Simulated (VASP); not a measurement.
# Mo (I4/mmm) in VASP: a series of runs

Mo is run at these levels: PBE; tasks: single point.

All numbers are computed with VASP 6.6.1; they aren't measurements. Logs are shortened: lines on timing, memory, paths and dates and some standing lists are left out, and cuts for length are marked.

## 1. The cell of the first run

The structure is tetragonal, space group I4/mmm (No. 139). Conventional cell: a = 2.891 Å, b = 2.891 Å, c = 3.142 Å, α = 90.00°, β = 90.00°, γ = 90.00°. Within 3.4 Å of Mo (site symmetry 4/mmm) lie 14 Mo at 2.58 to 3.14 Å.

## 2. Single point, PBE (strain -0.080 along x and y, +0.000 along z)

File INCAR:

```
SYSTEM = Mo
ALGO = Fast
EDIFF = 1E-7
ENCUT = 520
GGA = PE
ISIF = 2
ISMEAR = 0
LASPH = .TRUE.
LCHARG = .FALSE.
LREAL = .FALSE.
LWAVE = .FALSE.
NBANDS = 13
NELM = 60
PREC = Accurate
SIGMA = 0.15
```

File KPOINTS:

```
k-points
0
G
  22 22 22
  0 0 0
```

File POSCAR:

```
Mo
1.0
   -1.4453200000      1.4453200000      1.5710000000
    1.4453200000     -1.4453200000      1.5710000000
    1.4453200000      1.4453200000     -1.5710000000
Mo
1
Direct
    0.0000000000      0.0000000000      0.0000000000
```

Potentials or basis: VASP PAW PBE potentials, release 64 (Mo_sv).

Started as:

```bash
cat potpaw_PBE.64/Mo_sv/POTCAR > POTCAR
mpirun -np 1 vasp_std > vasp.out
```

OUTCAR:

```text
SYSTEM = Mo
   EDIFF = 1E-7
   ENCUT = 520
   GGA = PE
   ISIF = 2
   ISMEAR = 0
   LASPH = .TRUE.
   LREAL = .FALSE.
   NELM = 60
   PREC = Accurate

 ion  position               nearest neighbor table
   1  0.000  0.000  0.000-

  LATTYP: Found a body centered tetragonal cell.
 ALAT       =     2.8906400000
 C/A-ratio  =     1.0869565217

  Lattice vectors:

 A1 = (  -1.4453200000,   1.4453200000,   1.5710000000)
 A2 = (   1.4453200000,  -1.4453200000,   1.5710000000)
 A3 = (   1.4453200000,   1.4453200000,  -1.5710000000)

Analysis of symmetry for initial positions (statically):
=====================================================================
 Subroutine PRICEL returns:
 Original cell was already a primitive cell.

 Routine SETGRP: Setting up the symmetry group for a
 body centered tetragonal supercell.

 Subroutine GETGRP returns: Found 16 space group operations
 (whereof 16 operations were pure point group operations)
 out of a pool of 16 trial point group operations.

The static configuration has the point symmetry D_4h.

Analysis of symmetry for dynamics (positions and initial velocities):
=====================================================================
 Subroutine PRICEL returns:
 Original cell was already a primitive cell.

 Routine SETGRP: Setting up the symmetry group for a
 body centered tetragonal supercell.

 Subroutine GETGRP returns: Found 16 space group operations
 (whereof 16 operations were pure point group operations)
 out of a pool of 16 trial point group operations.

The dynamic configuration has the point symmetry D_4h.

 Subroutine INISYM returns: Found 16 space group operations
 (whereof 16 operations are pure point group operations),
 and found     1 'primitive' translations

----------------------------------------------------------------------------------------

                                     Primitive cell

  volume of cell :      13.1270

  direct lattice vectors                    reciprocal lattice vectors
    -1.445320000  1.445320000  1.571000000     0.000000000  0.345944151  0.318268619
     1.445320000 -1.445320000  1.571000000     0.345944151  0.000000000  0.318268619
     1.445320000  1.445320000 -1.571000000     0.345944151  0.345944151  0.000000000

  length of vectors
     2.577972227  2.577972227  2.577972227     0.470076876  0.470076876  0.489238910

  position of ions in fractional coordinates (direct lattice)
     0.000000000  0.000000000  0.000000000

  ion indices of the primitive-cell ions
   primitive index   ion index
                 1           1

----------------------------------------------------------------------------------------

 KPOINTS: k-points

Automatic generation of k-mesh.
 Grid dimensions read from file:
 generate k-points for:   22   22   22

 Generating k-lattice:

  Cartesian coordinates                     Fractional coordinates (reciprocal lattice)
     0.000000000  0.015724734  0.014466755     0.045454545  0.000000000 -0.000000000
     0.015724734  0.000000000  0.014466755     0.000000000  0.045454545 -0.000000000
     0.015724734  0.015724734  0.000000000     0.000000000  0.000000000  0.045454545

  Length of vectors
     0.021367131  0.021367131  0.022238132

  Shift w.r.t. Gamma in fractional coordinates (k-lattice)
     0.000000000  0.000000000  0.000000000

 Subroutine IBZKPT returns following result:
 ===========================================

 Found    834 irreducible k-points:

 Following reciprocal coordinates:
            Coordinates               Weight
  0.000000  0.000000  0.000000      1.000000
  0.045455  0.000000  0.000000      8.000000
  0.090909  0.000000  0.000000      8.000000
  0.136364  0.000000  0.000000      8.000000
  0.181818  0.000000 -0.000000      8.000000
  0.227273 -0.000000  0.000000      8.000000
[... 16 lines left out ...]
  0.500000  0.045455  0.000000     16.000000
 -0.454545  0.045455 -0.000000     16.000000
 [... further k-points ...]
   k-points           NKPTS =    834   k-points in BZ     NKDIM =    834   number of bands    NBANDS=     13
   number of dos      NEDOS =    301   number of ions     NIONS =      1
   total plane-waves  NPLWV =   8000
   dimension x,y,z NGX =    20 NGY =   20 NGZ =   20
   dimension x,y,z NGXF=    40 NGYF=   40 NGZF=   40
   ions per type =               1
   NGX,Y,Z   is equivalent  to a cutoff of  12.90, 12.90, 12.90 a.u.
   NGXF,Y,Z  is equivalent  to a cutoff of  25.79, 25.79, 25.79 a.u.
 SYSTEM =  Mo
   PREC   = accura    normal or accurate (medium, high low for compatibility)
   ISTART =      0    job   : 0-new  1-cont  2-samecut
   ICHARG =      2    charge: 1-file 2-atom 10-const
   ISPIN  =      1    spin polarized calculation?
   LNONCOLLINEAR =      F non collinear calculations
   LSORBIT =      F    spin-orbit coupling
   LASPH  =      T    aspherical Exc in radial PAW
   ENCUT  =  520.0 eV  38.22 Ry    6.18 a.u.   4.79  4.79  4.79*2*pi/ulx,y,z
   NELM   =     60;   NELMIN=  2; NELMDL= -5     # of ELM steps
   EDIFF  = 0.1E-06   stopping-criterion for ELM
   LREAL  =      F    real-space projection
   EDIFFG = 0.1E-05   stopping-criterion for IOM
   NSW    =      0    number of steps for IOM
   IBRION =     -1    ionic relax: 0-MD 1-quasi-New 2-CG
   NFREE  =      0    steps in history (QN), initial steepest desc. (CG)
   ISIF   =      2    stress and relaxation
   ISYM   =      2    0-nonsym 1-usesym 2-fastsym
   POTIM  = 0.5000    time-step for ionic-motion
   TEBEG  =    0.0;   TEEND  =   0.0 temperature during run
   PSTRESS=    0.0 pullay stress
   NELECT =      14.0000    total number of electrons
   NUPDOWN=      -1.0000    fix difference up-down
   EMIN   =  10.00;   EMAX   =-10.00  energy-range for DOS
   EFERMI =   0.00;   METHOD = LEGACY
   ISMEAR =     0;   SIGMA  =   0.15  broadening in eV -4-tet -1-fermi 0-gaus
   EFERMI_NEDOS =   21; number of points for ismear=-14 and -15
   IALGO  =     68    algorithm
   IMIX   =      4    mixing-type and parameters
     AMIX     =   0.40;   BMIX     =  1.00
     AMIX_MAG =   1.60;   BMIX_MAG =  1.00
  volume/ion in A,a.u.               =      13.13        88.59
  Fermi-wavevector in a.u.,A,eV,Ry     =   1.672615  3.160785 38.064237  2.797643
  Thomas-Fermi vector in A             =   2.757731
   LORBIT       =      0    0 simple, 1 ext, 2 COOP (PROOUT), +10 PAW based schemes
   GGA     = PE    functional components
   LHFCALC =     F    Hartree Fock is set to
   AEXX    =    0.0000 exact exchange contribution
   IVDW    =     0    specifies the selected vdW correction
   LEPSILON=     F    determine dielectric tensor
   LRPA    =     F    only Hartree local field effects (RPA)
 non-spin polarized calculation
 RMM-DIIS sequential band-by-band and
 Gauss-broadening in eV      SIGMA  =   0.15
  energy-cutoff  :      520.00
  volume of cell :       13.13
 maximum number of plane-waves:       371
   NGX =  9   NGY =  9   NGZ =  9

 number of electron      14.0000003 magnetization

 Free energy of the ion-electron system (eV)
  ---------------------------------------------------
  ext. energy  EPLUGINS =         0.00000000
  ---------------------------------------------------
  free energy    TOTEN  =       -10.34666408 eV

  energy without entropy =      -10.33943260  energy(sigma->0) =      -10.34304834

 E-fermi :  15.6477     XC(G=0): -14.4006

 val. band max:       15.6452222620   @ k =  -0.0909  -0.1818   0.0455
 cond. band min:      15.6489248450   @ k =  -0.2273   0.4091   0.1364
 fundamental gap:      0.0037025830
 Fermi energy:        15.6476973201

 k-point     1 :       0.0000    0.0000    0.0000
  band No.  band energies     occupation
      1     -45.7693      2.00000
      2     -18.5000      2.00000
      3     -18.4911      2.00000
      4     -18.4911      2.00000
      5       7.9228      2.00000
      6      13.5715      2.00000
      7      13.5715      2.00000
      8      14.6946      2.00000
      9      16.7473      0.00000
     10      18.2460      0.00000
     11      29.5748      0.00000
     12      31.3335      0.00000
     13      31.3335      0.00000

 k-point     2 :       0.0455    0.0000    0.0000
  band No.  band energies     occupation
      1     -45.7593      2.00000
      2     -18.5492      2.00000
      3     -18.5053      2.00000
      4     -18.4957      2.00000
      5       8.0335      2.00000
      6      13.5670      2.00000
      7      13.6002      2.00000
      8      14.7056      2.00000
      9      16.6810      0.00000
     10      18.1966      0.00000
     11      29.7793      0.00000
     12      31.4773      0.00000
     13      31.5178      0.00000

 k-point     3 :       0.0909    0.0000    0.0000
  band No.  band energies     occupation
      1     -45.7301      2.00000
      2     -18.7039      2.00000
      3     -18.5468      2.00000
      4     -18.4967      2.00000
      5       8.3507      2.00000
      6      13.5446      2.00000
      7      13.6174      2.00000
      8      14.8152      2.00000
      9      16.5175      0.00000
     10      18.0810      0.00000
     11      30.2976      0.00000
     12      31.8899      0.00000
     13      32.0593      0.00000

 k-point     4 :       0.1364    0.0000    0.0000
  band No.  band energies     occupation
      1     -45.6838      2.00000
      2     -18.9440      2.00000
      3     -18.6117      2.00000
      4     -18.4979      2.00000
      5       8.8244      2.00000
      6      13.4927      2.00000
      7      13.4999      2.00000
      8      15.1651      1.99999
      9      16.3541      0.00000
     10      17.9592      0.00000
     11      30.8672      0.00000
     12      32.5048      0.00000
     13      32.9282      0.00000

 k-point     5 :       0.1818    0.0000   -0.0000
  band No.  band energies     occupation
      1     -45.6237      2.00000
      2     -19.2453      2.00000
      3     -18.6940      2.00000
      4     -18.4995      2.00000
      5       9.3538      2.00000
      6      13.2508      2.00000
      7      13.4531      2.00000
      8      15.7728      0.23838
      9      16.2930      0.00000
     10      17.8750      0.00000
     11      31.1355      0.00000
     12      33.1774      0.00000
     13      34.0846      0.00000
[... 257 lines left out ...]
 k-point    22 :       0.4545    0.0455    0.0000
  band No.  band energies     occupation
      1     -45.2548      2.00000
      2     -20.8682      2.00000
      3     -19.1750      2.00000
      4     -18.5286      2.00000
      5       9.3388      2.00000
      6      11.7730      2.00000
      7      16.7522      0.00000
      8      17.3487      0.00000
      9      18.9945      0.00000
     10      21.6944      0.00000
     11      28.1036      0.00000
     12      30.0083      0.00000
     13      35.7222      0.00000

 k-point    23 :       0.5000    0.0455    0.0000
  band No.  band energies     occupation
      1     -45.2540      2.00000
      2     -20.8716      2.00000
      3     -19.1742      2.00000
      4     -18.5312      2.00000
      5       9.3363      2.00000
      6      11.7670      2.00000
      7      16.5707      0.00000
      8      17.5965      0.00000
      9      19.0005      0.00000
     10      21.6738      0.00000
     11      28.1103      0.00000
     12      29.9291      0.00000
     13      35.7417      0.00000

 k-point    24 :      -0.4545    0.0455   -0.0000
  band No.  band energies     occupation
      1     -45.2745      2.00000
      2     -20.7881      2.00000
      3     -19.1468      2.00000
      4     -18.5331      2.00000
      5       9.4290      2.00000
      6      11.8368      2.00000
      7      16.2789      0.00000
      8      17.4582      0.00000
      9      18.8560      0.00000
     10      21.1632      0.00000
     11      28.3289      0.00000
     12      30.3511      0.00000
     13      36.4593      0.00000

 [... further k-points ...]

------------------------ aborting loop because EDIFF is reached ----------------------------------------

  FORCE on cell =-STRESS in cart. coord.  units (eV):
  Direction    XX          YY          ZZ          XY          YZ          ZX
  --------------------------------------------------------------------------------------
  -------------------------------------------------------------------------------------
  Total        6.7993698      6.7993698      4.1184849      0.0000000      0.0000000     -0.0000000
  in kB      829.8795074    829.8795074    502.6710349      0.0000000      0.0000000     -0.0000000
  external PRESSURE =     720.8100166 kB  Pullay stress =       0.0000000 kB

 VOLUME and BASIS-vectors are now :
 -----------------------------------------------------------------------------
  energy-cutoff  :      520.00
  volume of cell :       13.13
      direct lattice vectors                 reciprocal lattice vectors
    -1.445320000  1.445320000  1.571000000     0.000000000  0.345944151  0.318268619
     1.445320000 -1.445320000  1.571000000     0.345944151  0.000000000  0.318268619
     1.445320000  1.445320000 -1.571000000     0.345944151  0.345944151  0.000000000

 POSITION                                       TOTAL-FORCE (eV/Angst)
 -----------------------------------------------------------------------------------
      0.00000      0.00000      0.00000        -0.000000      0.000000      0.000000
 -----------------------------------------------------------------------------------
    total drift:                                0.000000     -0.000000      0.000000

  FREE ENERGIE OF THE ION-ELECTRON SYSTEM (eV)
  ---------------------------------------------------
  free  energy   TOTEN  =       -10.3466640799 eV

  energy  without entropy=      -10.3394325982  energy(sigma->0) =      -10.34304834
```

Run time: 4.7 min. Hardware: 1 thread of AMD EPYC 7R13, shared host; peak memory 0.21 GiB.

Results:

* Free energy: -10.3467 eV
* Pressure: 72.1 GPa
* Band gap on the k mesh: zero (band 7 reaches 20.46 eV, above the bottom of band 8 at 14.32 eV)

Caveat: the cell differs from its parent crystal (strain -0.080 along x and y, +0.000 along z).

## 3. Single point, PBE (strain -0.080 along x and y, +0.040 along z)

File INCAR:

```
  ALGO = Fast
  EDIFF = 1E-6
  ENCUT = 520
  GGA = PE
  ISIF = 2
  ISMEAR = 0
  LASPH = True
  LCHARG = False
  LREAL = False
  LWAVE = False
  NBANDS = 13
  NELM = 80
  PREC = Accurate
  SIGMA = 0.15
```

File KPOINTS:

```
k-points
0
Gamma
  22 22 22
```

File POSCAR:

```
Mo
1.0
   -1.4453200000      1.4453200000      1.6338400000
    1.4453200000     -1.4453200000      1.6338400000
    1.4453200000      1.4453200000     -1.6338400000
Mo
1
Direct
    0.0000000000      0.0000000000      0.0000000000
```

Potentials or basis: VASP PAW PBE potentials, release 64 (Mo_sv).

Started as:

```bash
cat potpaw_PBE.64/Mo_sv/POTCAR > POTCAR
mpirun -np 1 vasp_std > vasp.out
```

Wall time 4 min (1 thread of AMD EPYC 7R13, shared host); peak memory 0.21 GiB.

It converged, with:

```yaml
Free_energy: -10.4720 eV
Pressure: 53.7 GPa
Band_gap_on_the_k_mesh: zero (band 7 reaches 19.42 eV, above the bottom of band 8 at 13.63 eV)
```

Stress tensor (GPa, compression positive):
```
66.80  0.00  0.00
 0.00 66.80  0.00
 0.00  0.00 27.44
```

Levels at points of the mesh, in eV from the Fermi level:
| k point | band 3 | band 4 | band 5 | band 6 | band 7 | band 8 | band 9 | band 10 | band 11 | band 12 |
| --- | --- | --- | --- | --- | --- | --- | --- | --- | --- | --- |
| (0.00, 0.00, 0.00) | -34.19 | -34.19 | -7.61 | -1.98 | -1.98 | -0.47 | 0.73 | 2.70 | 13.58 | 16.04 |
| (0.50, 0.00, 0.00) | -34.75 | -34.22 | -6.07 | -3.42 | 0.62 | 1.97 | 3.21 | 5.48 | 12.30 | 13.54 |
| (0.50, 0.50, 0.00) | -34.97 | -34.40 | -6.38 | -5.08 | 3.08 | 3.37 | 3.56 | 5.95 | 12.32 | 14.87 |
| (0.50, 0.50, 0.50) | -35.43 | -35.43 | -6.71 | -6.35 | 4.53 | 5.03 | 5.03 | 8.16 | 11.30 | 11.30 |

Caveat: the cell differs from its parent crystal (strain -0.080 along x and y, +0.040 along z).

[end of part 1 of 2]
